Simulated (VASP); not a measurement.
A run of VASP 6.6.1 is set up as follows.

File INCAR:

```
SYSTEM = Zr
ALGO = Fast
EDIFF = 1E-7
ENCUT = 520
GGA = PE
ISIF = 2
ISMEAR = 0
LASPH = .TRUE.
LCHARG = .FALSE.
LREAL = .FALSE.
LWAVE = .FALSE.
NBANDS = 32
NELM = 60
PREC = Accurate
SIGMA = 0.1
```

File KPOINTS:

```
k-points
0
G
  4 6 4
  0 0 0
```

Contents of POSCAR:

```
Zr
1.0
    6.4780042151      0.0000000000     -0.0369915973
    0.0000000000      3.1561253338      0.0000000000
   -3.2163614455      0.0000000000      4.5586336367
Zr
4
Direct
    0.0006886684      0.4191559523      0.2506483291
   -0.0006886684      0.9191559523      0.7493516709
    0.4993384759      0.4183740477      0.2494154796
    0.5006615241     -0.0816259523      0.7505845204
```

Potentials or basis: VASP PAW PBE potentials, release 64 (Zr_sv).

Launch:

```sh
$ cat potpaw_PBE.64/Zr_sv/POTCAR > POTCAR
$ mpirun -np 1 vasp_std > vasp.out
```

(1) Predict the pressure.

(2) What does it give for the band gap on the k mesh?

(3) Estimate the largest force.

Answers

(1) 0.0 GPa.

(2) zero (band 24 reaches 9.74 eV, above the bottom of band 25 at 8.62 eV).

(3) 0.006 eV/Å.
